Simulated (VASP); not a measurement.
Write the native input for VASP 6.6.1 that does the following.

| Property | Result |
| --- | --- |
| Task | single point |
| Functional | PBEsol |
| Potentials or basis | VASP PAW PBE potentials, release 64 (Cd, O) |
| Cutoff | 600 eV |
| k mesh | 8 × 8 × 8 |
| Occupations | fermi-dirac, width 0.05 eV |
| Spin | no spin polarisation |
| Dipole correction | no |
| Further INCAR settings | ALGO = Normal; EDIFF = 1e-06; NBANDS = 16 |

The structure of CdO lies in POSCAR:

```
CdO
1.0
    0.0000000000      2.3495000000      2.3495000000
    2.3495000000      0.0000000000      2.3495000000
    2.3495000000      2.3495000000      0.0000000000
Cd O
1 1
Direct
    0.0000000000      0.0000000000      0.0000000000
    0.5000000000      0.5000000000      0.5000000000
```

One way to write it, as run:

INCAR

```
SYSTEM = CdO
ALGO = Normal
EDIFF = 1E-6
ENCUT = 600
GGA = PS
GGA_COMPAT = .FALSE.
ISIF = 2
ISMEAR = -1
LASPH = .TRUE.
LCHARG = .FALSE.
LREAL = .FALSE.
LWAVE = .FALSE.
NBANDS = 16
NELM = 120
PREC = Accurate
SIGMA = 0.05
```

KPOINTS

```
k-points
0
G
  8 8 8
  0 0 0
```

Potentials or basis: VASP PAW PBE potentials, release 64 (Cd, O).

The run is started by

```console
$ cat potpaw_PBE.64/Cd/POTCAR potpaw_PBE.64/O/POTCAR > POTCAR
$ mpirun -np 1 vasp_std > vasp.out
```

It gave:

```yaml
Pressure: 0.5 GPa
Band_gap_on_the_k_mesh: zero (bands 9 and 10 overlap by 0.53 eV)
```

Caveat: semilocal functionals underestimate gaps, and a narrow one can read as zero; the PAW data sets were made with another functional, which shifts forces and pressure a little.

Wall time 28 s on 1 thread of Intel(R) Xeon(R) Platinum 8259CL CPU @ 2.50GHz (Skylake/Cascade Lake), on a shared host, peak memory 0.16 GiB.
